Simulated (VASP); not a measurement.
Wanted: the native input for a VASP 6.6.1 run.

- Task: single point
- Functional: PBE
- Potentials or basis: VASP PAW PBE potentials, release 64 (Cd, Cl, O)
- Cutoff: 520 eV
- k mesh: 4 × 4 × 4
- Occupations: gaussian, width 0.1 eV
- Spin: no spin polarisation
- Dipole correction: no
- Further INCAR settings: ALGO = Normal; EDIFF = 1e-06; NBANDS = 40

The structure of Cd3Cl3O lies in POSCAR:

```
Cd3Cl3O
1.0
    5.3565520834      0.0000000000      0.0000000000
    0.0000000000      5.3565520834      0.0000000000
    0.0000000000      0.0000000000      5.3565520834
Cd Cl O
3 3 1
Direct
    0.5000000000      0.5000000000      0.0000000000
    0.0000000000      0.5000000000      0.5000000000
    0.5000000000      0.0000000000      0.5000000000
    0.5000000000      0.0000000000      0.0000000000
    0.0000000000      0.5000000000      0.0000000000
    0.0000000000      0.0000000000      0.5000000000
    0.5000000000      0.5000000000      0.5000000000
```

The cell was built from a structure type or drawn by symmetry, and may not be a known phase.

The input as run:

INCAR

```
  ALGO = Normal
  EDIFF = 1E-6
  ENCUT = 520
  GGA = PE
  ISIF = 2
  ISMEAR = 0
  LASPH = True
  LCHARG = False
  LREAL = False
  LWAVE = False
  NBANDS = 40
  NELM = 100
  PREC = Accurate
  SIGMA = 0.1
```

KPOINTS

```
k-points
0
Gamma
  4 4 4
```

Potentials or basis: VASP PAW PBE potentials, release 64 (Cd, Cl, O).

Launch:

```bash
$ cat potpaw_PBE.64/Cd/POTCAR potpaw_PBE.64/Cl/POTCAR potpaw_PBE.64/O/POTCAR > POTCAR
$ mpirun -np 1 vasp_std > vasp.out
```

Results of the run:

```
Pressure               : 0.2 GPa
Band gap on the k mesh : zero (an odd number of electrons rules out a gap without spin polarisation)
```

Caveat: an odd number of electrons without spin polarisation forces a metal; a magnetic or distorted state may lie lower.

It took 24 s on 1 thread of Intel(R) Xeon(R) 6975P-C (Granite Rapids), on a shared host, peak memory 0.25 GiB.
